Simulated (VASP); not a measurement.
Write the native input for VASP 6.6.1 that does the following.

```
Task                   : single point
Functional             : PBE
Potentials or basis    : VASP PAW PBE potentials, release 64 (Sn_d, Se)
Cutoff                 : 520 eV
k mesh                 : 4 × 4 × 4
Occupations            : gaussian, width 0.1 eV
Spin                   : no spin polarisation
Dipole correction      : no
Further INCAR settings : ALGO = Normal; EDIFF = 1e-06; NBANDS = 31
```

The structure of SnSe5 lies in POSCAR:

```
SnSe5
1.0
    0.0000000000      4.1202938405      4.1202938405
    4.1202938405      0.0000000000      4.1202938405
    4.1202938405      4.1202938405      0.0000000000
Sn Se
1 5
Direct
    0.0000000000      0.0000000000      0.0000000000
    0.3790373249      0.3790373249      0.8628880254
    0.3790373249      0.8628880254      0.3790373249
    0.8628880254      0.3790373249      0.3790373249
    0.3790373249      0.3790373249      0.3790373249
    0.7500000000      0.7500000000      0.7500000000
```

The cell was built from a structure type or drawn by symmetry, and may not be a known phase.

The input as run:

INCAR

```
SYSTEM = SnSe5
PREC = Accurate
ENCUT = 520
EDIFF = 1E-6
ISMEAR = 0
SIGMA = 0.1
LREAL = .FALSE.
LASPH = .TRUE.
NELM = 60
ALGO = Normal
ISIF = 2
LWAVE = .FALSE.
LCHARG = .FALSE.
GGA = PE
NBANDS = 31
```

KPOINTS

```
Automatic mesh
0
G
  4 4 4
  0 0 0
```

Potentials or basis: VASP PAW PBE potentials, release 64 (Sn_d, Se).

Run with:

```sh
$ cat potpaw_PBE.64/Sn_d/POTCAR potpaw_PBE.64/Se/POTCAR > POTCAR
$ mpirun -np 1 vasp_std > vasp.out
```

It gave:

| Property | Result |
| --- | --- |
| Pressure | -0.1 GPa |
| Largest force | 0.047 eV/Å |
| Band gap on the k mesh | zero (bands 22 and 23 overlap by 1.22 eV) |

Caveat: spin-orbit coupling is left out, which moves the levels of the heavy elements.

Wall time 27 s on 1 thread of AMD EPYC 9R45 96-Core Processor (Zen 5), with other jobs on the host, peak memory 0.28 GiB.
